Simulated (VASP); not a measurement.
# TiRh (P4/mmm) in VASP: further runs, part 2 of 2

VASP 6.6.1. Earlier steps stand in the parts before.

### 3 Single point, LDA

Input file INCAR:

```
SYSTEM = TiRh
PREC = Accurate
ENCUT = 500
EDIFF = 1E-6
ISMEAR = -1
SIGMA = 0.01
LREAL = .FALSE.
LASPH = .TRUE.
NELM = 120
ALGO = Normal
ISIF = 2
LWAVE = .FALSE.
LCHARG = .FALSE.
NBANDS = 20
GGA_COMPAT = .FALSE.
```

Input file KPOINTS:

```
Automatic mesh
0
Gamma
  6 6 5
  0.5 0.5 0
```

Input file POSCAR:

```
TiRh
1.0
    2.9880000000      0.0000000000      0.0000000000
    0.0000000000      2.9880000000      0.0000000000
    0.0000000000      0.0000000000      3.3500000000
Ti Rh
1 1
Direct
    0.5000000000      0.5000000000      0.5000000000
    0.0000000000      0.0000000000      0.0000000000
```

Potentials or basis: VASP PAW LDA potentials, release 64 (Ti_sv, Rh_pv).

Run with:

```console
cat potpaw_LDA.64/Ti_sv/POTCAR potpaw_LDA.64/Rh_pv/POTCAR > POTCAR
mpirun -np 1 vasp_std > vasp.out
```

OUTCAR:

```text
SYSTEM = TiRh
   PREC = Accurate
   ENCUT = 500
   EDIFF = 1E-6
   ISMEAR = -1
   LREAL = .FALSE.
   LASPH = .TRUE.
   NELM = 120
   ISIF = 2

 ion  position               nearest neighbor table
   1  0.500  0.500  0.500-   2 2.70   2 2.70   2 2.70   2 2.70   2 2.70   2 2.70   2 2.70   2 2.70

   2  0.000  0.000  0.000-   1 2.70   1 2.70   1 2.70   1 2.70   1 2.70   1 2.70   1 2.70   1 2.70

  LATTYP: Found a simple tetragonal cell.
 ALAT       =     2.9880000000
 C/A-ratio  =     1.1211512718

  Lattice vectors:

 A1 = (   2.9880000000,   0.0000000000,   0.0000000000)
 A2 = (   0.0000000000,   2.9880000000,   0.0000000000)
 A3 = (   0.0000000000,   0.0000000000,   3.3500000000)

Analysis of symmetry for initial positions (statically):
=====================================================================
 Subroutine PRICEL returns:
 Original cell was already a primitive cell.

 Routine SETGRP: Setting up the symmetry group for a
 simple tetragonal supercell.

 Subroutine GETGRP returns: Found 16 space group operations
 (whereof 16 operations were pure point group operations)
 out of a pool of 16 trial point group operations.

The static configuration has the point symmetry D_4h.

Analysis of symmetry for dynamics (positions and initial velocities):
=====================================================================
 Subroutine PRICEL returns:
 Original cell was already a primitive cell.

 Routine SETGRP: Setting up the symmetry group for a
 simple tetragonal supercell.

 Subroutine GETGRP returns: Found 16 space group operations
 (whereof 16 operations were pure point group operations)
 out of a pool of 16 trial point group operations.

The dynamic configuration has the point symmetry D_4h.

 Subroutine INISYM returns: Found 16 space group operations
 (whereof 16 operations are pure point group operations),
 and found     1 'primitive' translations

----------------------------------------------------------------------------------------

                                     Primitive cell

  volume of cell :      29.9093

  direct lattice vectors                    reciprocal lattice vectors
     2.988000000  0.000000000  0.000000000     0.334672021  0.000000000  0.000000000
     0.000000000  2.988000000  0.000000000     0.000000000  0.334672021  0.000000000
     0.000000000  0.000000000  3.350000000     0.000000000  0.000000000  0.298507463

  length of vectors
     2.988000000  2.988000000  3.350000000     0.334672021  0.334672021  0.298507463

  position of ions in fractional coordinates (direct lattice)
     0.500000000  0.500000000  0.500000000
     0.000000000  0.000000000  0.000000000

  ion indices of the primitive-cell ions
   primitive index   ion index
                 1           1
                 2           2

----------------------------------------------------------------------------------------

 KPOINTS: Automatic mesh

Automatic generation of k-mesh.
 Grid dimensions read from file:
 generate k-points for:    6    6    5

 Generating k-lattice:

  Cartesian coordinates                     Fractional coordinates (reciprocal lattice)
     0.055778670  0.000000000  0.000000000     0.166666667  0.000000000  0.000000000
     0.000000000  0.055778670  0.000000000     0.000000000  0.166666667  0.000000000
     0.000000000  0.000000000  0.059701493     0.000000000  0.000000000  0.200000000

  Length of vectors
     0.055778670  0.055778670  0.059701493

  Shift w.r.t. Gamma in fractional coordinates (k-lattice)
     0.500000000  0.500000000  0.000000000

 Subroutine IBZKPT returns following result:
 ===========================================

 Found     18 irreducible k-points:

 Following reciprocal coordinates:
            Coordinates               Weight
  0.083333  0.083333  0.000000      4.000000
  0.250000  0.083333  0.000000      8.000000
  0.416667  0.083333  0.000000      8.000000
  0.250000  0.250000  0.000000      4.000000
  0.416667  0.250000  0.000000      8.000000
  0.416667  0.416667  0.000000      4.000000
[... 10 lines left out ...]
  0.416667  0.250000  0.400000     16.000000
  0.416667  0.416667  0.400000      8.000000
   k-points           NKPTS =     18   k-points in BZ     NKDIM =     18   number of bands    NBANDS=     20
   number of dos      NEDOS =    301   number of ions     NIONS =      2
   total plane-waves  NPLWV =  13824
   dimension x,y,z NGX =    24 NGY =   24 NGZ =   24
   dimension x,y,z NGXF=    48 NGYF=   48 NGZF=   48
   ions per type =               1   1
   NGX,Y,Z   is equivalent  to a cutoff of  13.35, 13.35, 11.91 a.u.
   NGXF,Y,Z  is equivalent  to a cutoff of  26.71, 26.71, 23.82 a.u.
 SYSTEM =  TiRh
   PREC   = accura    normal or accurate (medium, high low for compatibility)
   ISTART =      0    job   : 0-new  1-cont  2-samecut
   ICHARG =      2    charge: 1-file 2-atom 10-const
   ISPIN  =      1    spin polarized calculation?
   LNONCOLLINEAR =      F non collinear calculations
   LSORBIT =      F    spin-orbit coupling
   LASPH  =      T    aspherical Exc in radial PAW
   ENCUT  =  500.0 eV  36.75 Ry    6.06 a.u.   5.45  5.45  6.11*2*pi/ulx,y,z
   NELM   =    120;   NELMIN=  2; NELMDL= -5     # of ELM steps
   EDIFF  = 0.1E-05   stopping-criterion for ELM
   LREAL  =      F    real-space projection
   EDIFFG = 0.1E-04   stopping-criterion for IOM
   NSW    =      0    number of steps for IOM
   IBRION =     -1    ionic relax: 0-MD 1-quasi-New 2-CG
   NFREE  =      0    steps in history (QN), initial steepest desc. (CG)
   ISIF   =      2    stress and relaxation
   ISYM   =      2    0-nonsym 1-usesym 2-fastsym
   POTIM  = 0.5000    time-step for ionic-motion
   TEBEG  =    0.0;   TEEND  =   0.0 temperature during run
   PSTRESS=    0.0 pullay stress
   NELECT =      27.0000    total number of electrons
   NUPDOWN=      -1.0000    fix difference up-down
   EMIN   =  10.00;   EMAX   =-10.00  energy-range for DOS
   EFERMI =   0.00;   METHOD = LEGACY
   ISMEAR =    -1;   SIGMA  =   0.01  broadening in eV -4-tet -1-fermi 0-gaus
   EFERMI_NEDOS =   21; number of points for ismear=-14 and -15
   IALGO  =     38    algorithm
   IMIX   =      4    mixing-type and parameters
     AMIX     =   0.40;   BMIX     =  1.00
     AMIX_MAG =   1.60;   BMIX_MAG =  1.00
  volume/ion in A,a.u.               =      14.95       100.92
  Fermi-wavevector in a.u.,A,eV,Ry     =   1.582198  2.989920 34.060139  2.503350
  Thomas-Fermi vector in A             =   2.682157
   LORBIT       =      0    0 simple, 1 ext, 2 COOP (PROOUT), +10 PAW based schemes
   GGA     = CA    functional components
   LHFCALC =     F    Hartree Fock is set to
   AEXX    =    0.0000 exact exchange contribution
   IVDW    =     0    specifies the selected vdW correction
   LEPSILON=     F    determine dielectric tensor
   LRPA    =     F    only Hartree local field effects (RPA)
 non-spin polarized calculation
  energy-cutoff  :      500.00
  volume of cell :       29.91
 maximum number of plane-waves:       774
 NGX is ok and might be reduce to    24
   NGX = 11   NGY = 11   NGZ = 13

 number of electron      26.9999984 magnetization

 Free energy of the ion-electron system (eV)
  ---------------------------------------------------
  ext. energy  EPLUGINS =         0.00000000
  ---------------------------------------------------
  free energy    TOTEN  =       -18.67518226 eV

  energy without entropy =      -18.67370281  energy(sigma->0) =      -18.67444254

 E-fermi :  10.4672     XC(G=0): -13.1738

 val. band max:       10.4290363595   @ k =   0.4167   0.0833   0.2000
 cond. band min:      10.4678575637   @ k =   0.0833   0.0833   0.2000
 fundamental gap:      0.0388212042
 Fermi energy:        10.4672156732

 k-point     1 :       0.0833    0.0833    0.0000
  band No.  band energies     occupation
      1     -46.2986      2.00000
      2     -36.0097      2.00000
      3     -36.0085      2.00000
      4     -35.9770      2.00000
      5     -22.8609      2.00000
      6     -22.7940      2.00000
[... 12 lines left out ...]
     19      17.9208      0.00000
     20      19.9625      0.00000
[... 369 lines left out ...]
 k-point    18 :       0.4167    0.4167    0.4000
  band No.  band energies     occupation
      1     -46.2379      2.00000
      2     -36.1120      2.00000
      3     -36.1112      2.00000
      4     -35.9855      2.00000
      5     -23.0123      2.00000
      6     -23.0108      2.00000
[... 12 lines left out ...]
     19      18.6112      0.00000
     20      18.7891      0.00000

------------------------ aborting loop because EDIFF is reached ----------------------------------------

  FORCE on cell =-STRESS in cart. coord.  units (eV):
  Direction    XX          YY          ZZ          XY          YZ          ZX
  --------------------------------------------------------------------------------------
  -------------------------------------------------------------------------------------
  Total       -2.5939098     -2.5939098     -1.4148712      0.0000000      0.0000000      0.0000000
  in kB     -138.9502899   -138.9502899    -75.7916723      0.0000000      0.0000000      0.0000000
  external PRESSURE =    -117.8974173 kB  Pullay stress =       0.0000000 kB

 VOLUME and BASIS-vectors are now :
 -----------------------------------------------------------------------------
  energy-cutoff  :      500.00
  volume of cell :       29.91
      direct lattice vectors                 reciprocal lattice vectors
     2.988000000  0.000000000  0.000000000     0.334672021  0.000000000  0.000000000
     0.000000000  2.988000000  0.000000000     0.000000000  0.334672021  0.000000000
     0.000000000  0.000000000  3.350000000     0.000000000  0.000000000  0.298507463

 POSITION                                       TOTAL-FORCE (eV/Angst)
 -----------------------------------------------------------------------------------
      1.49400      1.49400      1.67500         0.000000      0.000000      0.000000
      0.00000      0.00000      0.00000         0.000000      0.000000      0.000000
 -----------------------------------------------------------------------------------
    total drift:                                0.000000      0.000000     -0.000000

  FREE ENERGIE OF THE ION-ELECTRON SYSTEM (eV)
  ---------------------------------------------------
  free  energy   TOTEN  =       -18.6751822570 eV

  energy  without entropy=      -18.6737028142  energy(sigma->0) =      -18.67444254
```

OSZICAR:

```text
N       E                     dE             d eps       ncg     rms          rms(c)
DAV:   1     0.296158455539E+03    0.29616E+03   -0.14656E+04   720   0.155E+03
DAV:   2    -0.157445709853E+01   -0.29773E+03   -0.28902E+03   752   0.472E+02
DAV:   3    -0.204446240745E+02   -0.18870E+02   -0.18554E+02  1180   0.109E+02
DAV:   4    -0.210151513019E+02   -0.57053E+00   -0.56885E+00   872   0.155E+01
DAV:   5    -0.210344191582E+02   -0.19268E-01   -0.19267E-01   924   0.237E+00    0.119E+01
DAV:   6    -0.198296848931E+02    0.12047E+01   -0.12527E+01   748   0.312E+01    0.115E+01
DAV:   7    -0.190107821750E+02    0.81890E+00   -0.13609E+01   808   0.242E+01    0.427E+00
DAV:   8    -0.186744514454E+02    0.33633E+00   -0.10241E+00   832   0.837E+00    0.121E+00
DAV:   9    -0.186774761364E+02   -0.30247E-02   -0.60327E-02   892   0.180E+00    0.805E-01
DAV:  10    -0.186751829913E+02    0.22931E-02   -0.24746E-02   852   0.143E+00    0.196E-01
DAV:  11    -0.186754948903E+02   -0.31190E-03   -0.14519E-03   892   0.320E-01    0.188E-01
DAV:  12    -0.186751960547E+02    0.29884E-03   -0.14236E-03   808   0.234E-01    0.419E-02
DAV:  13    -0.186751827905E+02    0.13264E-04   -0.35979E-05   832   0.523E-02    0.222E-02
DAV:  14    -0.186751822570E+02    0.53353E-06   -0.58945E-06   880   0.213E-02
   1 F= -.18675182E+02 E0= -.18674443E+02  d E =-.147944E-02
```

stdout:

```text
POSCAR found type information on POSCAR TiRh
 POSCAR found :  2 types and       2 ions
 scaLAPACK will be used
 LDA part: xc-table for (Slater(with rela. corr.)+CA(PZ))
 , standard interpolation
 POSCAR, INCAR and KPOINTS ok, starting setup
 FFT: planning ... GRIDC
 FFT: planning ... GRID_SOFT
 FFT: planning ... GRID
 WAVECAR not read
 entering main loop
```

Wall time 7.9 s (1 thread of Intel Xeon 6975P-C, shared host); peak memory 0.13 GiB.

What came out:

```yaml
Free_energy: -18.6752 eV
Pressure: -11.8 GPa
```

Stress tensor (GPa, compression positive):
```
-13.90   0.00   0.00
  0.00 -13.90   0.00
  0.00   0.00  -7.58
```

Caveat: the k points lie up to 0.38 Å⁻¹ apart.
